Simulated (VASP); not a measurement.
Crystal: Ti.

```
Ti
1.0
     1.64000    1.64000    1.64000
    -1.64000    1.64000    1.64000
    -1.64000   -1.64000    1.64000
Ti
1
Direct
  0.00000 0.00000 0.00000
```

| Item | Value |
| --- | --- |
| Program | VASP 6.6.1 |
| Task | relaxation of cell and atoms |
| Functional | LDA |
| Potentials or basis | VASP PAW LDA potentials, release 64 (Ti_sv) |
| Cutoff | 600 eV |
| k mesh | 9 × 9 × 9 |
| Occupations | fermi-dirac, width 0.1 eV |
| Spin | no spin polarisation |

At the start: pressure -10.4 GPa; volume 17.64 Å³/atom.

Task: Where does the relaxation end?

Result: Over 3 steps the energy falls by 61.9 meV/atom and the volume is 15.88 Å³/atom (-10.0 %); space group Im-3m (No. 229, to 0.05 Å).

The path:
```tsv
step	energy change (eV)	largest force (eV/Å)	pressure (GPa)	volume (Å³)
1	0.0000	0.0000	-10.37	17.64
2	-0.0371	0.0000	8.43	14.88
3	-0.0619	0.0000	0.01	15.88
```

Final structure:
```
Ti
1.0
     1.58342    1.58342    1.58342
    -1.58342    1.58342    1.58342
    -1.58342   -1.58342    1.58342
Ti
1
Cartesian
  0.0000 0.0000 0.0000
```
